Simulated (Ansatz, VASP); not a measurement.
**MnPt2 in VASP and in Ansatz**

```xyz
3
Lattice="2.8584 0.0000 0.0000 -1.4292 2.4755 0.0000 0.0000 0.0000 6.5325" Properties=species:S:1:pos:R:3 pbc="T T T"
Pt    1.4292    0.8252    2.0656
Pt    0.0000    1.6503    4.4669
Mn    0.0000    0.0000    0.0000
```

Alike in both runs: task single point; functional B3LYP; k mesh 6 × 6 × 2; occupations fermi-dirac, width 0.05 eV; collinear spin.

|  | VASP | Ansatz |
| --- | --- | --- |
| version | VASP 6.6.1 | Ansatz 0.2.0 |
| potentials or method | VASP PAW PBE potentials, release 64 (Pt, Mn_pv) | Ansatz PAW |
| plane-wave cutoff (eV) | 400 | 420 |
| valence electrons in the cell | 33 | 51 |

Ansatz gave:

* gap on the k mesh at the Fermi level (eV): none
* pressure (GPa): 6.8
* traceless stress, the component that is largest in VASP (GPa): 1.99
* rms of the force components (eV/Å): 0.024
* net moment per atom (μB): 1.60
* size of the moment on the site where the two differ most (μB): 0.31

Question: What did VASP give for the same quantities?

Answer: gap on the k mesh at the Fermi level (eV): none; pressure (GPa): 7.3; traceless stress, the component that is largest in VASP (GPa): 2.12; rms of the force components (eV/Å): 0.020; net moment per atom (μB): 1.60; size of the moment on the site where the two differ most (μB): 0.27.

VASP's potentials were made for PBE, not for B3LYP. Site moments also hang on the region over which each program counts them. Atom by atom the forces differ by 0.005 eV/Å (rms over components). A gap of «none» marks a metal or a gap that the smearing closes. VASP's potentials hold 33 valence electrons a cell and Ansatz's 51, so a difference there can come from the potentials and not from the codes.

The k mesh is coarse, so the values compare programs but aren't converged. Spin-orbit coupling is off throughout. Noted on Ansatz's run: the magnetic or orbital state may not be the lowest.
